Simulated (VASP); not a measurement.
Runs of VASP 6.6.1 on SrO. The structure is that of space group Fm-3m (No. 225), or close to it. The cells are those of the table. 

| task | level | potentials or basis | cell | cutoff (eV) | gap on the mesh (eV) | pressure (GPa) | relaxed volume (Å³/atom) |
| --- | --- | --- | --- | --- | --- | --- | --- |
| relaxation of cell and atoms | LDA | VASP PAW LDA potentials, release 64 (Sr_sv, O) | relaxed from a = 3.629 Å, angles 60.0°, 2 atoms | 600 | 3.07 | 0.0 | 16.34 |
| relaxation of the atoms | r2SCAN | VASP PAW PBE potentials, release 64 (Sr_sv, O) | atoms relaxed from a = 3.600 Å, angles 60.0°, 2 atoms | 520 | 3.72 | 4.7 | - |
| relaxation of cell and atoms | r2SCAN | VASP PAW PBE potentials, release 64 (Sr_sv, O) | relaxed from a = 3.629 Å, angles 60.0°, 2 atoms | 600 | 3.75 | 0.0 | 17.25 |
| relaxation of the atoms | r2SCAN | VASP PAW PBE potentials, release 64 (Sr_sv, O) | atoms relaxed from a = 3.697 Å, angles 60.0°, 2 atoms | 520 | (a) | -3.0 | - |
| relaxation of cell and atoms | PBEsol | VASP PAW PBE potentials, release 64 (Sr_sv, O) | relaxed from a = 3.629 Å, angles 60.0°, 2 atoms | 600 | 3.15 | 0.0 | - |
| relaxation of cell and atoms | PBE | VASP PAW PBE potentials, release 64 (Sr_sv, O) | relaxed from a = 3.629 Å, angles 60.0°, 2 atoms | 600 | 3.28 | 0.0 | (b) |
| relaxation of the atoms | r2SCAN | VASP PAW PBE potentials, release 64 (Sr_sv, O) | atoms relaxed from a = 3.575 Å, angles 60.0°, 2 atoms | 520 | 3.71 | 7.3 | - |
| relaxation of the atoms | r2SCAN | VASP PAW PBE potentials, release 64 (Sr_sv, O) | atoms relaxed from a = 3.721 Å, angles 60.0°, 2 atoms | 520 | 3.77 | -4.4 | - |

Alike in all rows: no spin polarisation; k mesh 10 × 10 × 10; smearing fermi-dirac 0.02 eV.

Question: Estimate the missing entries.

Answer: (a) 3.76; (b) 17.62.

Caveats: the PAW data sets were made with another functional, which shifts forces and pressure a little (at least some runs); the relaxation stopped at its first step, so nothing moved (at least some runs).

A k mesh can miss the band edges, and the runs leave out spin-orbit coupling on Sr.
